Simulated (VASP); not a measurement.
A run of VASP 6.6.1:

Contents of POSCAR:

```
Sb3Au
1.0
   -3.0400000000      3.0400000000      3.0400000000
    3.0400000000     -3.0400000000      3.0400000000
    3.0400000000      3.0400000000     -3.0400000000
Sb Au
3 1
Direct
    0.0000000000      0.5000000000      0.5000000000
    0.5000000000      0.0000000000      0.5000000000
    0.5000000000      0.5000000000      0.0000000000
    0.0000000000      0.0000000000      0.0000000000
```

Contents of INCAR.step1:

```
SYSTEM = Sb3Au
PREC = Accurate
ENCUT = 520
ISMEAR = 0
SIGMA = 0.1
LREAL = .FALSE.
LASPH = .TRUE.
NELM = 80
NBANDS = 21
GGA = PE
ALGO = Normal
EDIFF = 1E-4
LWAVE = .TRUE.
LCHARG = .FALSE.
```

The input INCAR.step2:

```
SYSTEM = Sb3Au
PREC = Accurate
ENCUT = 520
EDIFF = 1E-7
ISMEAR = 0
SIGMA = 0.1
LREAL = .FALSE.
LASPH = .TRUE.
NELM = 80
ALGO = Normal
ISIF = 2
LWAVE = .FALSE.
LCHARG = .FALSE.
METAGGA = R2SCAN
LMIXTAU = .TRUE.
NBANDS = 21
ISTART = 1
```

File KPOINTS:

```
Automatic mesh
0
G
  8 8 8
  0 0 0
```

Potentials or basis: VASP PAW PBE potentials, release 64 (Sb, Au).

Command:

```console
$ cat potpaw_PBE.64/Sb/POTCAR potpaw_PBE.64/Au/POTCAR > POTCAR
$ cp INCAR.step1 INCAR
$ mpirun -np 1 vasp_std > vasp.out
$ cp INCAR.step2 INCAR
$ mpirun -np 1 vasp_std > vasp.out
```

Hardware: 1 thread of Intel(R) Xeon(R) Platinum 8259CL CPU @ 2.50GHz (Skylake/Cascade Lake) (shared host).

Task: Estimate the wall time of this run.

Result: Wall time 5.2 min on 1 thread of Intel(R) Xeon(R) Platinum 8259CL CPU @ 2.50GHz (Skylake/Cascade Lake), on a shared host, peak memory 0.29 GiB. Counts: k points 29.
